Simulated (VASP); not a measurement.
Input of a VASP 6.6.1 run:

The input POSCAR:

```
Li2Se
1.0
    0.0000000000      2.9926641900      2.9926641900
    2.9926641900      0.0000000000      2.9926641900
    2.9926641900      2.9926641900      0.0000000000
Li Se
2 1
Direct
    0.2500000000      0.2500000000      0.2500000000
    0.7500000000      0.7500000000      0.7500000000
    0.0000000000      0.0000000000      0.0000000000
```

Contents of INCAR.step1:

```
SYSTEM = Li2Se
ALGO = Normal
EDIFF = 1E-5
ENCUT = 830
GGA = PE
GGA_COMPAT = .FALSE.
ISMEAR = 0
LASPH = .TRUE.
LCHARG = .FALSE.
LREAL = .FALSE.
LWAVE = .TRUE.
NBANDS = 13
NELM = 120
PREC = Accurate
SIGMA = 0.05
```

INCAR.step2

```
SYSTEM = Li2Se
ALGO = Normal
EDIFF = 1E-6
ENCUT = 830
GGA_COMPAT = .FALSE.
ISIF = 2
ISMEAR = 0
ISTART = 1
LASPH = .TRUE.
LCHARG = .FALSE.
LMIXTAU = .TRUE.
LREAL = .FALSE.
LWAVE = .FALSE.
METAGGA = R2SCAN
NBANDS = 13
NELM = 120
PREC = Accurate
SIGMA = 0.05
```

Contents of KPOINTS:

```
k-points
0
G
  8 8 8
  0 0 0
```

Potentials or basis: VASP PAW PBE potentials, release 64 (Li_sv, Se).

The run is started by

```sh
$ cat potpaw_PBE.64/Li_sv/POTCAR potpaw_PBE.64/Se/POTCAR > POTCAR
$ cp INCAR.step1 INCAR
$ mpirun -np 1 vasp_std > vasp.out
$ cp INCAR.step2 INCAR
$ mpirun -np 1 vasp_std > vasp.out
```

(1) Predict the pressure.

(2) Predict the band gap on the k mesh.

Results:

(1) -0.1 GPa.

(2) 3.46 eV, indirect (least direct gap 4.18 eV).

Caveat: the PAW data sets were made with another functional, which shifts forces and pressure a little.
